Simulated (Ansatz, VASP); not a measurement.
**Two plane-wave programs on LiGeN**

```xyz
6
Lattice="3.0124 0.0000 0.0000 -1.5062 2.6088 0.0000 0.0000 0.0000 9.4195" Properties=species:S:1:pos:R:3 pbc="T T T"
Li    1.5062    0.8696    7.0024
Li    0.0000    1.7392    2.2926
Ge    0.0000    0.0000    4.6911
Ge    0.0000    0.0000    9.4008
N     0.0000    1.7392    5.6820
N     1.5062    0.8696    0.9723
```

Alike in both runs: task relaxation of cell and atoms; functional PBE; k mesh 12 × 12 × 4; occupations gaussian, width 0.02 eV; no spin polarisation.

|  | VASP | Ansatz |
| --- | --- | --- |
| version | VASP 6.6.1 | Ansatz 0.2.0 |
| potentials or method | VASP PAW PBE potentials, release 64 (Li_sv, Ge_d, N), cutoff 600 eV | scalar-relativistic, plane waves, PAW |
| valence electrons in the cell | 44 | 44 |

|  | VASP | Ansatz | Ansatz less VASP |
| --- | --- | --- | --- |
| gap on the k mesh at the Fermi level, each at its own relaxed structure (eV) | 1.45 | 1.46 | +0.004 |
| relaxed volume (Å³/atom) | 12.34 | 12.38 | +0.032 |
| relaxed cell length with the largest relative difference (Å) | 9.414 | 9.430 | +0.0159 |

Noted on VASP's run: the cutoff is short for stress, so the pressure is rough.
